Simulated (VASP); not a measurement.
# Co: single point with PBE

Co:

```xyz
2
Lattice="2.5074 0.0000 0.0000 -1.2537 2.1715 0.0000 0.0000 0.0000 4.0699" Properties=species:S:1:pos:R:3 pbc="T T T"
Co    0.0000    1.4476    1.0175
Co    1.2537    0.7238    3.0524
```

```yaml
Program: VASP 6.6.1
Task: single point
Functional: PBE
Potentials_or_basis: VASP PAW PBE potentials, release 64 (Co)
Cutoff: 520 eV
k_mesh: 21 × 21 × 10
Occupations: gaussian, width 0.1 eV
Spin: collinear spin, ferromagnetic start
Starting_moments: "[1.86, 1.86] μB"
Dipole_correction: no
Further_INCAR_settings: ALGO = Fast; EDIFF = 1e-07; NBANDS = 20
```

```
Pressure                                              : -4.6 GPa
Net moment                                            : 3.25 μB per cell
Site moments                                          : Co +1.65 μB
Valence electrons inside the program's atomic spheres : Co 8.23
```

Stress tensor (GPa, compression positive):
```
-4.23  0.00  0.00
 0.00 -4.23  0.00
 0.00  0.00 -5.37
```

Levels at points of the mesh, in eV from the Fermi level:
Spin up:
```csv
k point,band 8,band 9,band 10,band 11,band 12,band 13,band 14,band 15
"(0.00, 0.00, 0.00)",-1.92,-1.92,-0.87,-0.87,-0.09,6.12,21.86,24.24
"(0.00, 0.00, 0.50)",-2.62,-1.17,-1.17,-1.17,-1.17,14.69,14.69,22.56
```
Spin down:
| k point | band 3 | band 4 | band 5 | band 6 | band 7 | band 8 | band 9 | band 10 | band 11 | band 12 |
| --- | --- | --- | --- | --- | --- | --- | --- | --- | --- | --- |
| (0.00, 0.00, 0.00) | -0.96 | -0.91 | -0.91 | -0.56 | -0.56 | -0.17 | -0.13 | -0.13 | 1.04 | 1.04 |
| (0.00, 0.00, 0.50) | -1.49 | -1.49 | -0.97 | -0.97 | -0.97 | -0.97 | 0.71 | 0.71 | 0.71 | 0.71 |

Wall time 11 min on 1 thread of Intel Xeon 8259CL, on a shared host, peak memory 0.25 GiB.

Caveat: the cell stands under tension.
